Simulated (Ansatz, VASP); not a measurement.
# AlN: VASP beside Ansatz

```
CELL_PARAMETERS angstrom
2.59028 0.00000 0.00000
0.00000 2.59028 0.00000
0.00000 0.00000 2.59028
ATOMIC_POSITIONS crystal
Al 0.00000 0.00000 0.00000
N 0.50000 0.50000 0.50000
```

Alike in both runs: task single point; functional PBEsol; k mesh 6 × 6 × 6; occupations gaussian, width 0.05 eV; no spin polarisation.

```csv
,VASP,Ansatz
version,VASP 6.6.1,Ansatz 0.2.0
potentials or method,"VASP PAW PBE potentials, release 64 (Al, N), cutoff 600 eV","scalar-relativistic, plane waves, PAW"
valence electrons in the cell,8,8
```

|  | VASP | Ansatz | Ansatz less VASP |
| --- | --- | --- | --- |
| gap on the k mesh at the Fermi level (eV) | none | none | - |
| pressure (GPa) | -0.3 | -0.1 | +0.17 |

VASP's potentials were made for PBE, not for PBEsol. A gap of «none» marks a metal or a gap that the smearing closes. The functional is the same, so the differences come from potentials, cutoffs and numerics.

The k mesh is coarse, so the values compare programs but aren't converged.
